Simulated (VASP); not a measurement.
# Ir (P6_3/mmc) in VASP: notebook, part 2 of 2

VASP 6.6.1.

### 3 Single point, LDA

This run uses another cell than the first one, of 14.19 Å³/atom, 1.031 times its volume.

INCAR reads:

```
SYSTEM = Ir
ALGO     = Normal         ! electronic algorithm
EDIFF    = 1E-7           ! SCF threshold, eV
ENCUT    = 520            ! plane-wave cutoff, eV
GGA      = CA             ! functional
ISIF     = 2              ! what is computed and relaxed
ISMEAR   = -1             ! smearing method
LASPH    = .True.         ! aspherical terms in the spheres
LCHARG   = .False.        ! write CHGCAR
LREAL    = .False.        ! projectors in reciprocal space
LWAVE    = .False.        ! write WAVECAR
NBANDS   = 16             ! bands
NELM     = 80             ! most SCF steps
PREC     = Accurate       ! precision mode
SIGMA    = 0.05           ! smearing width, eV
```

KPOINTS reads:

```
k-points
0
Gamma
  14 14 8
  0 0 0
```

POSCAR reads:

```
Ir
1.0
    2.7101093000      0.0000000000      0.0000000000
   -1.3550546500      2.3470186000      0.0000000000
    0.0000000000      0.0000000000      4.4622900000
Ir
2
Direct
    0.6666666667      0.3333333333      0.7500000000
    0.3333333333      0.6666666667      0.2500000000
```

Potentials or basis: VASP PAW LDA potentials, release 64 (Ir).

Run with:

```bash
$ cat potpaw_LDA.64/Ir/POTCAR > POTCAR
$ mpirun -np 1 vasp_std > vasp.out
```

OUTCAR:

```text
SYSTEM = Ir
   EDIFF = 1E-7
   ENCUT = 520
   GGA = CA
   ISIF = 2
   ISMEAR = -1
   LASPH = .True.
   LREAL = .False.
   NELM = 80
   PREC = Accurate

 ion  position               nearest neighbor table
   1  0.667  0.333  0.750-   2 2.73   2 2.73   2 2.73   2 2.73   2 2.73   2 2.73
   2  0.333  0.667  0.250-   1 2.73   1 2.73   1 2.73   1 2.73   1 2.73   1 2.73

  LATTYP: Found a hexagonal cell.
 ALAT       =     2.7101093000
 C/A-ratio  =     1.6465350678

  Lattice vectors:

 A1 = (   2.7101093000,   0.0000000000,   0.0000000000)
 A2 = (  -1.3550546500,   2.3470186000,   0.0000000000)
 A3 = (   0.0000000000,   0.0000000000,   4.4622900000)

Analysis of symmetry for initial positions (statically):
=====================================================================
 Subroutine PRICEL returns:
 Original cell was already a primitive cell.

 Routine SETGRP: Setting up the symmetry group for a
 hexagonal supercell.

 Subroutine GETGRP returns: Found 24 space group operations
 (whereof 12 operations were pure point group operations)
 out of a pool of 24 trial point group operations.

The static configuration has the point symmetry D_3d.
 The point group associated with its full space group is D_6h.

Analysis of symmetry for dynamics (positions and initial velocities):
=====================================================================
 Subroutine PRICEL returns:
 Original cell was already a primitive cell.

 Routine SETGRP: Setting up the symmetry group for a
 hexagonal supercell.

 Subroutine GETGRP returns: Found 24 space group operations
 (whereof 12 operations were pure point group operations)
 out of a pool of 24 trial point group operations.

The dynamic configuration has the point symmetry D_3d.
 The point group associated with its full space group is D_6h.

 Subroutine INISYM returns: Found 24 space group operations
 (whereof 12 operations are pure point group operations),
 and found     1 'primitive' translations

----------------------------------------------------------------------------------------

                                     Primitive cell

  volume of cell :      28.3832

  direct lattice vectors                    reciprocal lattice vectors
     2.710109300  0.000000000  0.000000000     0.368988808  0.213036232  0.000000000
    -1.355054650  2.347018600  0.000000000     0.000000000  0.426072465  0.000000000
     0.000000000  0.000000000  4.462290000     0.000000000  0.000000000  0.224100182

  length of vectors
     2.710109300  2.710105056  4.462290000     0.426071798  0.426072465  0.224100182

  position of ions in fractional coordinates (direct lattice)
     0.666666667  0.333333333  0.750000000
     0.333333333  0.666666667  0.250000000

  ion indices of the primitive-cell ions
   primitive index   ion index
                 1           1
                 2           2

----------------------------------------------------------------------------------------

 KPOINTS: k-points

Automatic generation of k-mesh.
 Grid dimensions read from file:
 generate k-points for:   14   14    8

 Generating k-lattice:

  Cartesian coordinates                     Fractional coordinates (reciprocal lattice)
     0.026356343  0.015216874  0.000000000     0.071428571  0.000000000  0.000000000
     0.000000000  0.030433747  0.000000000     0.000000000  0.071428571  0.000000000
     0.000000000  0.000000000  0.028012523     0.000000000  0.000000000  0.125000000

  Length of vectors
     0.030433700  0.030433747  0.028012523

  Shift w.r.t. Gamma in fractional coordinates (k-lattice)
     0.000000000  0.000000000  0.000000000

 Subroutine IBZKPT returns following result:
 ===========================================

 Found    120 irreducible k-points:

 Following reciprocal coordinates:
            Coordinates               Weight
  0.000000  0.000000  0.000000      1.000000
  0.071429  0.000000  0.000000      6.000000
  0.142857  0.000000  0.000000      6.000000
  0.214286  0.000000  0.000000      6.000000
  0.285714  0.000000  0.000000      6.000000
  0.357143  0.000000  0.000000      6.000000
[... 16 lines left out ...]
  0.285714  0.285714  0.000000      6.000000
  0.357143  0.285714  0.000000      6.000000
 [... further k-points ...]
   k-points           NKPTS =    120   k-points in BZ     NKDIM =    120   number of bands    NBANDS=     16
   number of dos      NEDOS =    301   number of ions     NIONS =      2
   total plane-waves  NPLWV =  14400
   dimension x,y,z NGX =    20 NGY =   20 NGZ =   36
   dimension x,y,z NGXF=    40 NGYF=   40 NGZF=   72
   ions per type =               2
   NGX,Y,Z   is equivalent  to a cutoff of  12.27, 12.27, 13.41 a.u.
   NGXF,Y,Z  is equivalent  to a cutoff of  24.54, 24.54, 26.82 a.u.
 SYSTEM =  Ir
   PREC   = accura    normal or accurate (medium, high low for compatibility)
   ISTART =      0    job   : 0-new  1-cont  2-samecut
   ICHARG =      2    charge: 1-file 2-atom 10-const
   ISPIN  =      1    spin polarized calculation?
   LNONCOLLINEAR =      F non collinear calculations
   LSORBIT =      F    spin-orbit coupling
   LASPH  =      T    aspherical Exc in radial PAW
   ENCUT  =  520.0 eV  38.22 Ry    6.18 a.u.   5.04  5.04  8.30*2*pi/ulx,y,z
   NELM   =     80;   NELMIN=  2; NELMDL= -5     # of ELM steps
   EDIFF  = 0.1E-06   stopping-criterion for ELM
   LREAL  =      F    real-space projection
   EDIFFG = 0.1E-05   stopping-criterion for IOM
   NSW    =      0    number of steps for IOM
   IBRION =     -1    ionic relax: 0-MD 1-quasi-New 2-CG
   NFREE  =      0    steps in history (QN), initial steepest desc. (CG)
   ISIF   =      2    stress and relaxation
   ISYM   =      2    0-nonsym 1-usesym 2-fastsym
   POTIM  = 0.5000    time-step for ionic-motion
   TEBEG  =    0.0;   TEEND  =   0.0 temperature during run
   PSTRESS=    0.0 pullay stress
   NELECT =      18.0000    total number of electrons
   NUPDOWN=      -1.0000    fix difference up-down
   EMIN   =  10.00;   EMAX   =-10.00  energy-range for DOS
   EFERMI =   0.00;   METHOD = LEGACY
   ISMEAR =    -1;   SIGMA  =   0.05  broadening in eV -4-tet -1-fermi 0-gaus
   EFERMI_NEDOS =   21; number of points for ismear=-14 and -15
   IALGO  =     38    algorithm
   IMIX   =      4    mixing-type and parameters
     AMIX     =   0.40;   BMIX     =  1.00
     AMIX_MAG =   1.60;   BMIX_MAG =  1.00
  volume/ion in A,a.u.               =      14.19        95.77
  Fermi-wavevector in a.u.,A,eV,Ry     =   1.406518  2.657934 26.916308  1.978293
  Thomas-Fermi vector in A             =   2.528870
   LORBIT       =      0    0 simple, 1 ext, 2 COOP (PROOUT), +10 PAW based schemes
   GGA     = CA    functional components
   LHFCALC =     F    Hartree Fock is set to
   AEXX    =    0.0000 exact exchange contribution
   IVDW    =     0    specifies the selected vdW correction
   LEPSILON=     F    determine dielectric tensor
   LRPA    =     F    only Hartree local field effects (RPA)
 non-spin polarized calculation
  energy-cutoff  :      520.00
  volume of cell :       28.38
 maximum number of plane-waves:       779
   NGX = 11   NGY = 11   NGZ = 17

 number of electron      17.9999998 magnetization

 Free energy of the ion-electron system (eV)
  ---------------------------------------------------
  ext. energy  EPLUGINS =         0.00000000
  ---------------------------------------------------
  free energy    TOTEN  =       -20.48888750 eV

  energy without entropy =      -20.46871039  energy(sigma->0) =      -20.47879895

 E-fermi :  10.3457     XC(G=0): -14.1204

 val. band max:       10.3456182605   @ k =   0.3571   0.2143   0.1250
 cond. band min:      10.3600725772   @ k =   0.1429   0.1429   0.3750
 fundamental gap:      0.0144543166
 Fermi energy:        10.3456539691

 k-point     1 :       0.0000    0.0000    0.0000
  band No.  band energies     occupation
      1      -0.8176      2.00000
      2       2.1631      2.00000
      3       6.2603      2.00000
      4       6.5254      2.00000
      5       6.5254      2.00000
      6       7.1490      2.00000
[... 8 lines left out ...]
     15      26.5769      0.00000
     16      27.8104      0.00000
[... 419 lines left out ...]
 k-point    24 :       0.3571    0.2857    0.0000
  band No.  band energies     occupation
      1       3.5772      2.00000
      2       4.4269      2.00000
      3       4.5176      2.00000
      4       5.3706      2.00000
      5       6.0223      2.00000
      6       6.2504      2.00000
[... 8 lines left out ...]
     15      23.8246      0.00000
     16      23.9148      0.00000

 [... further k-points ...]
[... 5 lines left out ...]
  --------------------------------------------------------------------------------------
  -------------------------------------------------------------------------------------
  Total       -0.6163595     -0.6163569     -1.6588248     -0.0000000      0.0000000      0.0000000
  in kB      -34.7923300    -34.7921847    -93.6375334     -0.0000000      0.0000000      0.0000000
  external PRESSURE =     -54.4073494 kB  Pullay stress =       0.0000000 kB

 VOLUME and BASIS-vectors are now :
 -----------------------------------------------------------------------------
  energy-cutoff  :      520.00
  volume of cell :       28.38
      direct lattice vectors                 reciprocal lattice vectors
     2.710109300  0.000000000  0.000000000     0.368988808  0.213036232  0.000000000
    -1.355054650  2.347018600  0.000000000     0.000000000  0.426072465  0.000000000
     0.000000000  0.000000000  4.462290000     0.000000000  0.000000000  0.224100182

 POSITION                                       TOTAL-FORCE (eV/Angst)
 -----------------------------------------------------------------------------------
      1.35505      0.78234      3.34672        -0.000000      0.000000      0.000000
     -0.00000      1.56468      1.11557         0.000000     -0.000000      0.000000
 -----------------------------------------------------------------------------------
    total drift:                               -0.000000      0.000000     -0.000000

  FREE ENERGIE OF THE ION-ELECTRON SYSTEM (eV)
  ---------------------------------------------------
  free  energy   TOTEN  =       -20.4888875034 eV

  energy  without entropy=      -20.4687103888  energy(sigma->0) =      -20.47879895
```

Wall time 34 s (1 thread of Intel Xeon Platinum 8259CL at 2.50GHz (Skylake/Cascade Lake), shared host); peak memory 0.16 GiB.

Results:

```yaml
Free_energy: -20.4889 eV
Pressure: -5.4 GPa
Band_gap_on_the_k_mesh: zero (band 9 reaches 11.42 eV, above the bottom of band 10 at 8.02 eV)
```

Stress tensor (GPa, compression positive):
```
-3.48  0.00  0.00
 0.00 -3.48  0.00
 0.00  0.00 -9.36
```

Caveat: spin-orbit coupling is left out, which moves the levels of the heavy elements.

### 4 Single point, LDA

This run uses another cell than the first one, of 14.63 Å³/atom, 1.063 times its volume.

INCAR: that of step 3 with these lines changed.

```diff
@@ -8,4 +8,6 @@
 LASPH    = .True.         ! aspherical terms in the spheres
-LCHARG   = .False.        ! write CHGCAR
+LCHARG   = .True.         ! write CHGCAR
+LELF     = .True.         ! ELF
 LREAL    = .False.        ! projectors in reciprocal space
+LVHAR    = .True.       
 LWAVE    = .False.        ! write WAVECAR
```

KPOINTS is that of step 3.

POSCAR reads:

```
Ir
1.0
    2.7513800000      0.0000000000      0.0000000000
   -1.3756900000      2.3827600000      0.0000000000
    0.0000000000      0.0000000000      4.4622900000
Ir
2
Direct
    0.6666666667      0.3333333333      0.7500000000
    0.3333333333      0.6666666667      0.2500000000
```

Potentials or basis: VASP PAW LDA potentials, release 64 (Ir).

Run with:

```bash
$ cat potpaw_LDA.64/Ir/POTCAR > POTCAR
$ mpirun -np 1 vasp_std > vasp.out
```

OUTCAR:

```text
SYSTEM = Ir
   EDIFF = 1E-7
   ENCUT = 520
   GGA = CA
   ISIF = 2
   ISMEAR = -1
   LASPH = .True.
   LREAL = .False.
   NELM = 80
   PREC = Accurate

 ion  position               nearest neighbor table
   1  0.667  0.333  0.750-   2 2.74   2 2.74   2 2.74   2 2.74   2 2.74   2 2.74
   2  0.333  0.667  0.250-   1 2.74   1 2.74   1 2.74   1 2.74   1 2.74   1 2.74

  LATTYP: Found a hexagonal cell.
 ALAT       =     2.7513800000
 C/A-ratio  =     1.6218370418

  Lattice vectors:

 A1 = (   2.7513800000,   0.0000000000,   0.0000000000)
[... 626 lines left out ...]
      3       4.1865      2.00000
      4       5.0246      2.00000
      5       5.6930      2.00000
      6       5.9322      2.00000
[... 8 lines left out ...]
     15      22.9491      0.00000
     16      23.1479      0.00000

 [... further k-points ...]
[... 5 lines left out ...]
  --------------------------------------------------------------------------------------
  -------------------------------------------------------------------------------------
  Total       -2.8585872     -2.8585752     -2.9647415     -0.0000000      0.0000000      0.0000000
  in kB     -156.5573103   -156.5566565   -162.3711049     -0.0000000      0.0000000      0.0000000
  external PRESSURE =    -158.4950239 kB  Pullay stress =       0.0000000 kB

 VOLUME and BASIS-vectors are now :
 -----------------------------------------------------------------------------
  energy-cutoff  :      520.00
  volume of cell :       29.25
      direct lattice vectors                 reciprocal lattice vectors
     2.751380000  0.000000000  0.000000000     0.363453976  0.209840689  0.000000000
    -1.375690000  2.382760000  0.000000000     0.000000000  0.419681378  0.000000000
     0.000000000  0.000000000  4.462290000     0.000000000  0.000000000  0.224100182

 POSITION                                       TOTAL-FORCE (eV/Angst)
 -----------------------------------------------------------------------------------
      1.37569      0.79425      3.34672         0.000000     -0.000000      0.000000
     -0.00000      1.58851      1.11557        -0.000000      0.000000      0.000000
 -----------------------------------------------------------------------------------
    total drift:                               -0.000000      0.000000     -0.000000

  FREE ENERGIE OF THE ION-ELECTRON SYSTEM (eV)
  ---------------------------------------------------
  free  energy   TOTEN  =       -20.4361319086 eV

  energy  without entropy=      -20.4146297682  energy(sigma->0) =      -20.42538084
```

It took 34 s on 1 thread of Intel Xeon Platinum 8259CL at 2.50GHz (Skylake/Cascade Lake), shared host; peak memory 0.16 GiB.

What came out:

| Quantity | Value |
| --- | --- |
| Free energy | -20.4361 eV |
| Pressure | -15.8 GPa |
| Band gap on the k mesh | zero (band 9 reaches 10.76 eV, above the bottom of band 10 at 7.60 eV) |

Caveat: spin-orbit coupling is left out, which moves the levels of the heavy elements.

### 5 Single point, LDA

This run uses another cell than the first one, of 15.07 Å³/atom, 1.095 times its volume.

INCAR reads:

```
SYSTEM = Ir
PREC = Accurate
ENCUT = 520
EDIFF = 1E-7
ISMEAR = -1
SIGMA = 0.05
LREAL = .FALSE.
LASPH = .TRUE.
NELM = 60
ALGO = Normal
ISIF = 2
LWAVE = .FALSE.
LCHARG = .FALSE.
NBANDS = 16
```

KPOINTS reads:

```
regular mesh
0
G
  14 14 8
  0 0 0
```

POSCAR reads:

```
Ir
1.0
    2.7926507000      0.0000000000      0.0000000000
   -1.3963253500      2.4185014000      0.0000000000
    0.0000000000      0.0000000000      4.4622900000
Ir
2
Direct
    0.6666666667      0.3333333333      0.7500000000
    0.3333333333      0.6666666667      0.2500000000
```

Run with:

```bash
$ cat potpaw_LDA.64/Ir/POTCAR > POTCAR
$ mpirun -np 1 vasp_std > vasp.out
```

Run time: 34 s. Hardware: 1 thread of Intel Xeon Platinum 8259CL at 2.50GHz (Skylake/Cascade Lake), shared host; peak memory 0.17 GiB.

Results (log left out):

```yaml
Free_energy: -20.3221 eV
Pressure: -24.4 GPa
Band_gap_on_the_k_mesh: zero (band 9 reaches 10.26 eV, above the bottom of band 10 at 7.22 eV)
```

Stress tensor (GPa, compression positive):
```
-25.48   0.00   0.00
  0.00 -25.48   0.00
  0.00   0.00 -22.20
```

Levels at points of the mesh, in eV from the Fermi level:
```csv
k point,band 5,band 6,band 7,band 8,band 9,band 10,band 11,band 12,band 13,band 14
"(0.00, 0.00, 0.00)",-3.48,-2.89,-2.89,-2.31,-2.31,-0.48,0.23,0.23,6.69,14.27
"(0.50, 0.00, 0.00)",-3.22,-3.19,-2.67,0.53,0.91,0.94,2.69,4.04,7.93,9.99
"(0.00, 0.00, 0.50)",-3.67,-3.67,-3.67,-3.67,-0.45,-0.45,-0.45,-0.45,13.62,13.62
"(0.50, 0.00, 0.50)",-2.02,-2.02,-0.85,-0.85,0.78,0.78,1.92,1.92,7.07,7.07
```

Caveat: spin-orbit coupling is left out, which moves the levels of the heavy elements.

### 6 Single point, LDA

This run uses another cell than the first one, of 15.52 Å³/atom, 1.128 times its volume.

INCAR reads:

```
SYSTEM = Ir
PREC = Accurate ; ENCUT = 520
EDIFF = 1E-6 ; ISMEAR = -1
SIGMA = 0.05 ; LREAL = .False.
LASPH = .True. ; NELM = 80
ALGO = Normal ; ISIF = 2
LWAVE = .False. ; LCHARG = .False.
GGA = CA ; NBANDS = 16
```

KPOINTS reads:

```
Automatic mesh
0
Gamma
  14 14 8
  0 0 0
```

POSCAR reads:

```
Ir
1.0
    2.8339214000      0.0000000000      0.0000000000
   -1.4169607000      2.4542428000      0.0000000000
    0.0000000000      0.0000000000      4.4622900000
Ir
2
Direct
    0.6666666667      0.3333333333      0.7500000000
    0.3333333333      0.6666666667      0.2500000000
```

Potentials or basis: VASP PAW LDA potentials, release 64 (Ir).

Run with:

```bash
$ cat potpaw_LDA.64/Ir/POTCAR > POTCAR
$ mpirun -np 1 vasp_std > vasp.out
```

Wall time 34 s (1 thread of Intel Xeon Platinum 8259CL at 2.50GHz (Skylake/Cascade Lake), shared host); peak memory 0.17 GiB.

The run converged. Its results:

```yaml
Free_energy: -20.1569 eV
Pressure: -31.3 GPa
Band_gap_on_the_k_mesh: zero (band 9 reaches 9.70 eV, above the bottom of band 10 at 6.86 eV)
```

Stress tensor (GPa, compression positive):
```
-33.32   0.00   0.00
  0.00 -33.32   0.00
  0.00   0.00 -27.37
```

Levels at points of the mesh, in eV from the Fermi level:
```csv
k point,band 5,band 6,band 7,band 8,band 9,band 10,band 11,band 12,band 13,band 14
"(0.00, 0.00, 0.00)",-3.21,-2.75,-2.75,-2.33,-2.33,-0.27,0.20,0.20,6.62,14.22
"(0.50, 0.00, 0.00)",-3.14,-2.99,-2.48,0.41,0.82,0.91,2.54,3.80,7.84,9.90
"(0.00, 0.00, 0.50)",-3.56,-3.56,-3.56,-3.56,-0.44,-0.44,-0.44,-0.44,13.63,13.63
"(0.50, 0.00, 0.50)",-1.99,-1.99,-0.81,-0.81,0.66,0.66,1.86,1.86,6.77,6.77
```

Caveat: spin-orbit coupling is left out, which moves the levels of the heavy elements.

### 7 The runs side by side

```tsv
cell	gap on the mesh (eV)	pressure (GPa)
a = 2.669, b = 2.669, c = 4.462 Å, angles 90.0, 90.0, 120.0°, 2 atoms	none	7.2
a = 2.710, b = 2.710, c = 4.462 Å, angles 90.0, 90.0, 120.0°, 2 atoms	none	-5.4
a = 2.751, b = 2.751, c = 4.462 Å, angles 90.0, 90.0, 120.0°, 2 atoms	none	-15.8
a = 2.793, b = 2.793, c = 4.462 Å, angles 90.0, 90.0, 120.0°, 2 atoms	none	-24.4
a = 2.834, b = 2.834, c = 4.462 Å, angles 90.0, 90.0, 120.0°, 2 atoms	none	-31.3
```

Alike in all rows: task single point; level LDA; potentials or basis VASP PAW LDA potentials, release 64 (Ir); no spin polarisation; k mesh 14 × 14 × 8; cutoff (eV) 520; smearing fermi-dirac 0.05 eV.

Caveats: spin-orbit coupling is left out, which moves the levels of the heavy elements.

Absolute energies hang on the potentials; compare differences alone.
